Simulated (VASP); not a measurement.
# TiSi (Cmmm) in VASP: notebook

TiSi is run at these levels: r2SCAN; tasks: single point.

All numbers are computed with VASP 6.6.1; they aren't measurements. Logs are shortened: lines on timing, memory, paths and dates and some standing lists are left out, and cuts for length are marked.

### 1 The cell of the first run

It takes space group Cmmm (No. 65, orthorhombic). The conventional cell has a = 3.578 Å, b = 4.172 Å, c = 3.690 Å, α = 90.00°, β = 90.00°, γ = 90.00°. Ti (site symmetry mmm) has 8 Si at 2.57 to 2.78 Å and 4 Ti at 2.75 Å within 3.4 Å. Si (site symmetry mmm) has 8 Ti at 2.57 to 2.78 Å and 4 Si at 2.75 Å within 3.4 Å.

### 2 Single point, r2SCAN (strain -0.015 along x and y, -0.030 along z)

The input, POSCAR:

```
TiSi
1.0
    1.7889353300     -2.0858596400      0.0000000000
    1.7889353300      2.0858596400      0.0000000000
    0.0000000000      0.0000000000      3.6898159800
Ti Si
1 1
Direct
    0.5000000000      0.5000000000      0.0000000000
    0.0000000000      0.0000000000      0.5000000000
```

The input, INCAR.step1:

```
PREC = Accurate
ENCUT = 520
ISMEAR = 0
SIGMA = 0.15
LREAL = False
LASPH = True
NELM = 80
NBANDS = 15
GGA = PE
ALGO = Normal
EDIFF = 1E-4
LWAVE = True
LCHARG = False
```

The input, INCAR.step2:

```
PREC = Accurate
ENCUT = 520
EDIFF = 1E-6
ISMEAR = 0
SIGMA = 0.15
LREAL = False
LASPH = True
NELM = 80
ALGO = Normal
ISIF = 2
LWAVE = False
LCHARG = True
METAGGA = R2SCAN
LMIXTAU = True
LELF = True
LVHAR = True
NBANDS = 15
ISTART = 1
```

The input, KPOINTS:

```
Automatic mesh
0
Gamma
  18 18 12
```

Potentials or basis: VASP PAW PBE potentials, release 64 (Ti_sv, Si).

Started as:

```sh
$ cat potpaw_PBE.64/Ti_sv/POTCAR potpaw_PBE.64/Si/POTCAR > POTCAR
$ cp INCAR.step1 INCAR
$ mpirun -np 1 vasp_std > vasp.out
$ cp INCAR.step2 INCAR
$ mpirun -np 1 vasp_std > vasp.out
```

OUTCAR:

```text
PREC = Accurate
   ENCUT = 520
   EDIFF = 1E-6
   ISMEAR = 0
   LREAL = False
   LASPH = True
   NELM = 80
   ISIF = 2
   METAGGA = R2SCAN
   ISTART = 1

 ion  position               nearest neighbor table
   1  0.500  0.500  0.000-   2 2.57   2 2.57   2 2.57   2 2.57   2 2.78   2 2.78   2 2.78   2 2.78

   2  0.000  0.000  0.500-   1 2.57   1 2.57   1 2.57   1 2.57   1 2.78   1 2.78   1 2.78   1 2.78

  LATTYP: Found a base centered orthorhombic cell.
 ALAT       =     3.5778706600
 B/A-ratio  =     1.1659782246
 C/A-ratio  =     1.0312882523

  Lattice vectors:

 A1 = (   1.7889353300,  -2.0858596400,   0.0000000000)
 A2 = (   1.7889353300,   2.0858596400,   0.0000000000)
 A3 = (   0.0000000000,   0.0000000000,   3.6898159800)

Analysis of symmetry for initial positions (statically):
=====================================================================
 Subroutine PRICEL returns:
 Original cell was already a primitive cell.

 Routine SETGRP: Setting up the symmetry group for a
 base centered orthorhombic supercell.

 Subroutine GETGRP returns: Found  8 space group operations
 (whereof  8 operations were pure point group operations)
 out of a pool of  8 trial point group operations.

The static configuration has the point symmetry D_2h.

Analysis of symmetry for dynamics (positions and initial velocities):
=====================================================================
 Subroutine PRICEL returns:
 Original cell was already a primitive cell.

 Routine SETGRP: Setting up the symmetry group for a
 base centered orthorhombic supercell.

 Subroutine GETGRP returns: Found  8 space group operations
 (whereof  8 operations were pure point group operations)
 out of a pool of  8 trial point group operations.

The dynamic configuration has the point symmetry D_2h.

 Subroutine INISYM returns: Found  8 space group operations
 (whereof  8 operations are pure point group operations),
 and found     1 'primitive' translations

----------------------------------------------------------------------------------------

                                     Primitive cell

  volume of cell :      27.5369

  direct lattice vectors                    reciprocal lattice vectors
     1.788935330 -2.085859640  0.000000000     0.279495850 -0.239709322  0.000000000
     1.788935330  2.085859640  0.000000000     0.279495850  0.239709322  0.000000000
     0.000000000  0.000000000  3.689815980     0.000000000  0.000000000  0.271016226

  length of vectors
     2.747926501  2.747926501  3.689815980     0.368209844  0.368209844  0.271016226

  position of ions in fractional coordinates (direct lattice)
     0.500000000  0.500000000  0.000000000
     0.000000000  0.000000000  0.500000000

  ion indices of the primitive-cell ions
   primitive index   ion index
                 1           1
                 2           2

----------------------------------------------------------------------------------------

 KPOINTS: Automatic mesh

Automatic generation of k-mesh.
 Grid dimensions read from file:
 generate k-points for:   18   18   12

 Generating k-lattice:

  Cartesian coordinates                     Fractional coordinates (reciprocal lattice)
     0.015527547 -0.013317185  0.000000000     0.055555556 -0.000000000  0.000000000
     0.015527547  0.013317185  0.000000000    -0.000000000  0.055555556  0.000000000
     0.000000000  0.000000000  0.022584685     0.000000000  0.000000000  0.083333333

  Length of vectors
     0.020456102  0.020456102  0.022584685

  Shift w.r.t. Gamma in fractional coordinates (k-lattice)
     0.000000000  0.000000000  0.000000000

 Subroutine IBZKPT returns following result:
 ===========================================

 Found    637 irreducible k-points:

 Following reciprocal coordinates:
            Coordinates               Weight
  0.000000  0.000000  0.000000      1.000000
  0.055556 -0.000000  0.000000      4.000000
  0.111111 -0.000000  0.000000      4.000000
  0.166667 -0.000000  0.000000      4.000000
  0.222222  0.000000  0.000000      4.000000
  0.277778  0.000000  0.000000      4.000000
[... 16 lines left out ...]
 -0.277778  0.055556  0.000000      4.000000
 -0.222222  0.055556  0.000000      4.000000
 [... further k-points ...]
   k-points           NKPTS =    637   k-points in BZ     NKDIM =    637   number of bands    NBANDS=     15
   number of dos      NEDOS =    301   number of ions     NIONS =      2
   total plane-waves  NPLWV =  11200
   dimension x,y,z NGX =    20 NGY =   20 NGZ =   28
   dimension x,y,z NGXF=    40 NGYF=   40 NGZF=   56
   ions per type =               1   1
   NGX,Y,Z   is equivalent  to a cutoff of  12.10, 12.10, 12.62 a.u.
   NGXF,Y,Z  is equivalent  to a cutoff of  24.20, 24.20, 25.23 a.u.
 SYSTEM =  unknown system
   PREC   = accura    normal or accurate (medium, high low for compatibility)
   ISTART =      1    job   : 0-new  1-cont  2-samecut
   ICHARG =      0    charge: 1-file 2-atom 10-const
   ISPIN  =      1    spin polarized calculation?
   LNONCOLLINEAR =      F non collinear calculations
   LSORBIT =      F    spin-orbit coupling
   LASPH  =      T    aspherical Exc in radial PAW
   ENCUT  =  520.0 eV  38.22 Ry    6.18 a.u.   5.11  5.11  6.86*2*pi/ulx,y,z
   NELM   =     80;   NELMIN=  2; NELMDL=  0     # of ELM steps
   EDIFF  = 0.1E-05   stopping-criterion for ELM
   LREAL  =      F    real-space projection
   EDIFFG = 0.1E-04   stopping-criterion for IOM
   NSW    =      0    number of steps for IOM
   IBRION =     -1    ionic relax: 0-MD 1-quasi-New 2-CG
   NFREE  =      0    steps in history (QN), initial steepest desc. (CG)
   ISIF   =      2    stress and relaxation
   ISYM   =      2    0-nonsym 1-usesym 2-fastsym
   POTIM  = 0.5000    time-step for ionic-motion
   TEBEG  =    0.0;   TEEND  =   0.0 temperature during run
   PSTRESS=    0.0 pullay stress
   NELECT =      16.0000    total number of electrons
   NUPDOWN=      -1.0000    fix difference up-down
   EMIN   =  10.00;   EMAX   =-10.00  energy-range for DOS
   EFERMI =   0.00;   METHOD = LEGACY
   ISMEAR =     0;   SIGMA  =   0.15  broadening in eV -4-tet -1-fermi 0-gaus
   EFERMI_NEDOS =   21; number of points for ismear=-14 and -15
   IALGO  =     38    algorithm
   IMIX   =      4    mixing-type and parameters
     AMIX     =   0.40;   BMIX     =  1.00
     AMIX_MAG =   1.60;   BMIX_MAG =  1.00
  volume/ion in A,a.u.               =      13.77        92.91
  Fermi-wavevector in a.u.,A,eV,Ry     =   1.366082  2.581520 25.390911  1.866179
  Thomas-Fermi vector in A             =   2.492254
   LORBIT       =      0    0 simple, 1 ext, 2 COOP (PROOUT), +10 PAW based schemes
   METAGGA = R2SCAN    functional components
   LHFCALC =     F    Hartree Fock is set to
   AEXX    =    0.0000 exact exchange contribution
   IVDW    =     0    specifies the selected vdW correction
   LEPSILON=     F    determine dielectric tensor
   LRPA    =     F    only Hartree local field effects (RPA)
 non-spin polarized calculation
 Gauss-broadening in eV      SIGMA  =   0.15
  energy-cutoff  :      520.00
  volume of cell :       27.54
 maximum number of plane-waves:       759
   NGX = 11   NGY = 11   NGZ = 13

 number of electron      16.0000006 magnetization

 Free energy of the ion-electron system (eV)
  ---------------------------------------------------
  ext. energy  EPLUGINS =         0.00000000
  ---------------------------------------------------
  free energy    TOTEN  =       -22.74491044 eV

  energy without entropy =      -22.73342450  energy(sigma->0) =      -22.73916747

 E-fermi :  10.9302     XC(G=0): -12.8994

 val. band max:       10.9290582123   @ k =  -0.4444   0.3889   0.2500
 cond. band min:      10.9312402312   @ k =  -0.2778   0.1667   0.4167
 fundamental gap:      0.0021820189
 Fermi energy:        10.9302263853

 k-point     1 :       0.0000    0.0000    0.0000
  band No.  band energies     occupation
      1     -47.9880      2.00000
      2     -23.3819      2.00000
      3     -22.9044      2.00000
      4     -22.7841      2.00000
      5      -1.8576      2.00000
      6       8.2568      2.00000
      7       9.2294      2.00000
      8       9.5234      2.00000
      9      12.8063      0.00000
     10      13.6846      0.00000
     11      14.3355      0.00000
     12      16.6267      0.00000
     13      17.4704      0.00000
     14      18.4023      0.00000
     15      19.9259      0.00000

 k-point     2 :       0.0556   -0.0000    0.0000
  band No.  band energies     occupation
      1     -47.9853      2.00000
      2     -23.3792      2.00000
      3     -22.9146      2.00000
      4     -22.7939      2.00000
      5      -1.7892      2.00000
      6       8.3084      2.00000
      7       9.1740      2.00000
      8       9.5234      2.00000
      9      12.8763      0.00000
     10      13.6958      0.00000
     11      14.2406      0.00000
     12      16.2530      0.00000
     13      17.3247      0.00000
     14      18.3976      0.00000
     15      20.4311      0.00000

 k-point     3 :       0.1111   -0.0000    0.0000
  band No.  band energies     occupation
      1     -47.9777      2.00000
      2     -23.3714      2.00000
      3     -22.9546      2.00000
      4     -22.8110      2.00000
      5      -1.5851      2.00000
      6       8.4496      2.00000
      7       9.0221      2.00000
      8       9.4936      2.00000
      9      13.0626      0.00000
     10      13.7425      0.00000
     11      14.0034      0.00000
     12      15.2553      0.00000
     13      17.4670      0.00000
     14      18.3610      0.00000
     15      21.2301      0.00000
[... 343 lines left out ...]
 k-point    23 :      -0.2778    0.0556    0.0000
  band No.  band energies     occupation
      1     -47.9340      2.00000
      2     -23.3278      2.00000
      3     -23.2456      2.00000
      4     -22.8304      2.00000
      5      -0.2408      2.00000
      6       7.9187      2.00000
      7       8.4380      2.00000
      8       9.5501      2.00000
      9      12.8324      0.00000
     10      13.1834      0.00000
     11      13.7769      0.00000
     12      14.8351      0.00000
     13      17.9415      0.00000
     14      19.1345      0.00000
     15      22.3794      0.00000

 k-point    24 :      -0.2222    0.0556    0.0000
  band No.  band energies     occupation
      1     -47.9494      2.00000
      2     -23.3433      2.00000
      3     -23.1305      2.00000
      4     -22.8360      2.00000
      5      -0.8038      2.00000
      6       8.6017      2.00000
      7       8.6819      2.00000
      8       9.3942      2.00000
      9      13.0040      0.00000
     10      13.0781      0.00000
     11      13.8311      0.00000
     12      14.4753      0.00000
     13      18.1631      0.00000
     14      18.5360      0.00000
     15      22.2292      0.00000

 [... further k-points ...]

------------------------ aborting loop because EDIFF is reached ----------------------------------------

  FORCE on cell =-STRESS in cart. coord.  units (eV):
  Direction    XX          YY          ZZ          XY          YZ          ZX
  --------------------------------------------------------------------------------------
  -------------------------------------------------------------------------------------
  Total        1.3778956      0.8922926      2.0012358      0.0000000      0.0000000      0.0000000
  in kB       80.1701085     51.9162684    116.4379169      0.0000000      0.0000000      0.0000000
  external PRESSURE =      82.8414312 kB  Pullay stress =       0.0000000 kB

 VOLUME and BASIS-vectors are now :
 -----------------------------------------------------------------------------
  energy-cutoff  :      520.00
  volume of cell :       27.54
      direct lattice vectors                 reciprocal lattice vectors
     1.788935330 -2.085859640  0.000000000     0.279495850 -0.239709322  0.000000000
     1.788935330  2.085859640  0.000000000     0.279495850  0.239709322  0.000000000
     0.000000000  0.000000000  3.689815980     0.000000000  0.000000000  0.271016226

 POSITION                                       TOTAL-FORCE (eV/Angst)
 -----------------------------------------------------------------------------------
      1.78894      0.00000      0.00000        -0.000000     -0.000000      0.000000
      0.00000      0.00000      1.84491         0.000000      0.000000      0.000000
 -----------------------------------------------------------------------------------
    total drift:                                0.000000      0.000000     -0.000000

  FREE ENERGIE OF THE ION-ELECTRON SYSTEM (eV)
  ---------------------------------------------------
  free  energy   TOTEN  =       -22.7449104358 eV

  energy  without entropy=      -22.7334245004  energy(sigma->0) =      -22.73916747
```

Wall time 15 min (1 thread of Intel Xeon Platinum 8259CL at 2.50GHz (Skylake/Cascade Lake), shared host); peak memory 0.36 GiB.

What came out:

- Free energy: -22.7449 eV
- Pressure: 8.3 GPa
- Band gap on the k mesh: zero (bands 8 and 9 overlap by 1.90 eV)

Stress tensor (GPa, compression positive):
```
 8.02  0.00  0.00
 0.00  5.19  0.00
 0.00  0.00 11.64
```

Caveat: the cell differs from its parent crystal (strain -0.015 along x and y, -0.030 along z); the cell stands under pressure; the PAW data sets were made with another functional, which shifts forces and pressure a little.

### 3 Single point, r2SCAN (strain -0.030 along x and y, +0.015 along z)

The input, POSCAR:

```
TiSi
1.0
    1.7616926600     -2.0540952800      0.0000000000
    1.7616926600      2.0540952800      0.0000000000
    0.0000000000      0.0000000000      3.8609930100
Ti Si
1 1
Direct
    0.5000000000      0.5000000000      0.0000000000
    0.0000000000      0.0000000000      0.5000000000
```

The input, INCAR.step1:

```
SYSTEM = TiSi
PREC = Accurate
ENCUT = 520
ISMEAR = 0
SIGMA = 0.15
LREAL = .False.
LASPH = .True.
NELM = 80
NBANDS = 15
GGA = PE
ALGO = Normal
EDIFF = 1E-4
LWAVE = .True.
LCHARG = .False.
```

The input, INCAR.step2:

```
SYSTEM = TiSi
PREC = Accurate
ENCUT = 520
EDIFF = 1E-6
ISMEAR = 0
SIGMA = 0.15
LREAL = .False.
LASPH = .True.
NELM = 80
ALGO = Normal
ISIF = 2
LWAVE = .False.
LCHARG = .False.
METAGGA = R2SCAN
LMIXTAU = .True.
NBANDS = 15
ISTART = 1
```

The input, KPOINTS:

```
regular mesh
0
Gamma
  18 18 12
  0 0 0
```

Potentials or basis: VASP PAW PBE potentials, release 64 (Ti_sv, Si).

Started as:

```sh
$ cat potpaw_PBE.64/Ti_sv/POTCAR potpaw_PBE.64/Si/POTCAR > POTCAR
$ cp INCAR.step1 INCAR
$ mpirun -np 1 vasp_std > vasp.out
$ cp INCAR.step2 INCAR
$ mpirun -np 1 vasp_std > vasp.out
```

Wall time 13 min (1 thread of Intel Xeon Platinum 8259CL at 2.50GHz (Skylake/Cascade Lake), shared host); peak memory 0.37 GiB.

Results (log left out):

- Free energy: -22.7633 eV
- Pressure: 4.5 GPa
- Band gap on the k mesh: zero (bands 8 and 9 overlap by 1.93 eV)

Stress tensor (GPa, compression positive):
```
7.48 0.00 0.00
0.00 4.53 0.00
0.00 0.00 1.55
```

Levels at points of the mesh, in eV from the Fermi level:
```
           k point  band 4  band 5  band 6  band 7  band 8  band 9  band 10  band 11  band 12  band 13
(0.00, 0.00, 0.00)  -33.70  -12.86   -2.82   -2.45   -1.37    2.01     2.80     3.57     6.21     6.60
(0.50, 0.00, 0.00)  -33.71   -8.09   -7.06   -3.41   -0.99    2.22     2.79     4.70     4.84     5.07
(0.50, 0.50, 0.00)  -34.19   -5.92   -4.20   -1.63   -1.37   -1.09    -0.39     3.23     3.39     4.71
(0.00, 0.00, 0.50)  -33.70  -11.54   -7.16   -1.10    0.29    1.06     2.20     3.66     7.39     9.00
(0.50, 0.00, 0.50)  -33.71   -8.52   -5.61   -2.87   -1.94    1.34     2.35     2.35     3.48     6.57
(0.50, 0.50, 0.50)  -34.21   -5.39   -4.13   -3.60   -2.86    2.34     2.62     2.81     4.18     4.71
```

Caveat: the cell differs from its parent crystal (strain -0.030 along x and y, +0.015 along z); the cell stands under pressure; the PAW data sets were made with another functional, which shifts forces and pressure a little.
